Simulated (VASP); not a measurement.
A run of VASP 6.6.1:

The input POSCAR:

```
AlCu3
1.0
    0.0000000000      2.9092935110      2.9092935110
    2.9092935110      0.0000000000      2.9092935110
    2.9092935110      2.9092935110      0.0000000000
Al Cu
1 3
Direct
    0.0000000000      0.0000000000      0.0000000000
    0.5000000000      0.5000000000      0.5000000000
    0.2500000000      0.2500000000      0.2500000000
    0.7500000000      0.7500000000      0.7500000000
```

The input INCAR.step1:

```
PREC = Accurate ; ENCUT = 600
ISMEAR = 0 ; SIGMA = 0.1
LREAL = False ; LASPH = True
NELM = 80 ; GGA = PE
ALGO = Normal ; EDIFF = 1E-4
LWAVE = True ; LCHARG = False
```

INCAR.step2

```
PREC = Accurate ; ENCUT = 600
EDIFF = 1E-6 ; ISMEAR = 0
SIGMA = 0.1 ; LREAL = False
LASPH = True ; NELM = 80
ALGO = Normal ; ISIF = 3
LWAVE = False ; LCHARG = False
METAGGA = R2SCAN ; LMIXTAU = True
IBRION = 2 ; NSW = 70
EDIFFG = -0.008 ; PSTRESS = -20.0
ISTART = 1
```

Contents of KPOINTS:

```
regular mesh
0
Gamma
  12 12 12
```

Potentials or basis: VASP PAW PBE potentials, release 64 (Al, Cu).

Launch:

```console
$ cat potpaw_PBE.64/Al/POTCAR potpaw_PBE.64/Cu/POTCAR > POTCAR
$ cp INCAR.step1 INCAR
$ mpirun -np 1 vasp_std > vasp.out
$ cp INCAR.step2 INCAR
$ mpirun -np 1 vasp_std > vasp.out
```

Hardware: 1 thread of Intel(R) Xeon(R) 6975P-C (Granite Rapids) (shared host).

Q: Estimate the wall time of this run.

A: Wall time 7.3 min on 1 thread of Intel(R) Xeon(R) 6975P-C (Granite Rapids), on a shared host, peak memory 0.27 GiB. Counts: k points 72, ion steps 3.
